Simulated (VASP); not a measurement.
Sr2Li3Mo:

```
Li Sr Mo
1.0
     4.26857    0.00000    0.00000
    -2.13428    3.69669    0.00000
     0.00000    0.00000    8.27215
Li Sr Mo
3 2 1
Cartesian
  0.0000 0.0000 1.9390
  0.0000 0.0000 6.3332
  0.0000 0.0000 0.0000
  0.0000 2.4645 5.3263
  2.1343 1.2322 2.9458
  0.0000 0.0000 4.1361
```

The cell was built from a structure type or drawn by symmetry, and may not be a known phase.

```yaml
Program: VASP 6.6.1
Task: relaxation of cell and atoms
Functional: PBE
Potentials_or_basis: VASP PAW PBE potentials, release 64 (Li_sv, Sr_sv, Mo_sv)
Cutoff: 600 eV
k_mesh: 6 × 6 × 2
Occupations: gaussian, width 0.1 eV
Spin: no spin polarisation
```

At the start: pressure 18.3 GPa; volume 21.76 Å³/atom.

Question: Where does the relaxation end?

Answer: Over 14 steps the energy falls by 723.3 meV/atom and the volume is 38.35 Å³/atom (+76.3 %); space group P-3m1 (No. 164, to 0.1 Å) before and after.

Step by step:
| step | energy change (eV) | largest force (eV/Å) | pressure (GPa) | volume (Å³) |
| --- | --- | --- | --- | --- |
| 1 | 0.0000 | 0.9103 | 18.34 | 130.53 |
| 2 | -3.6715 | 0.5058 | 3.81 | 183.22 |
| 3 | -4.0623 | 0.6592 | -0.75 | 220.93 |
| 4 | -4.0881 | 0.6470 | 0.34 | 213.58 |
| 5 | -4.0896 | 0.6465 | -0.03 | 215.79 |
| 6 | -4.1519 | 0.4964 | -0.04 | 216.75 |
| 7 | -4.2459 | 0.3242 | -0.28 | 219.40 |
| 8 | -4.2513 | 0.3194 | -0.30 | 220.00 |
| 9 | -4.2811 | 0.2353 | 0.27 | 216.29 |
| 10 | -4.2890 | 0.0841 | 0.78 | 213.29 |
| 11 | -4.3084 | 0.0567 | 0.78 | 216.22 |
| 12 | -4.3288 | 0.0861 | 0.48 | 225.06 |
| 13 | -4.3396 | 0.0163 | -0.17 | 230.95 |
| 14 | -4.3396 | 0.0223 | -0.03 | 230.09 |

Final structure:
```cif
data_structure
_symmetry_space_group_name_H-M 'P 1'
_symmetry_Int_Tables_number 1
_cell_length_a 4.9804
_cell_length_b 4.9804
_cell_length_c 10.7112
_cell_angle_alpha 90.000
_cell_angle_beta 90.000
_cell_angle_gamma 120.000
_cell_volume 230.09
loop_
_atom_site_label
_atom_site_type_symbol
_atom_site_fract_x
_atom_site_fract_y
_atom_site_fract_z
_atom_site_occupancy
Li1 Li 0.00000 0.00000 0.25395 1
Li2 Li 0.00000 0.00000 0.74605 1
Li3 Li 0.00000 0.00000 0.00000 1
Sr1 Sr 0.33333 0.66667 0.62715 1
Sr2 Sr 0.66667 0.33333 0.37285 1
Mo1 Mo 0.00000 0.00000 0.50000 1
```

Caveat: the k points lie up to 0.29 Å⁻¹ apart in the final cell, too coarse for converged energies and pressures of a metal; the cutoff is under 1.25 times the usual one of these potentials, so pressure, stress and relaxed cells hold a basis-set (Pulay) error; the volume moved by over 15 % at a fixed basis, so the end points are rough.
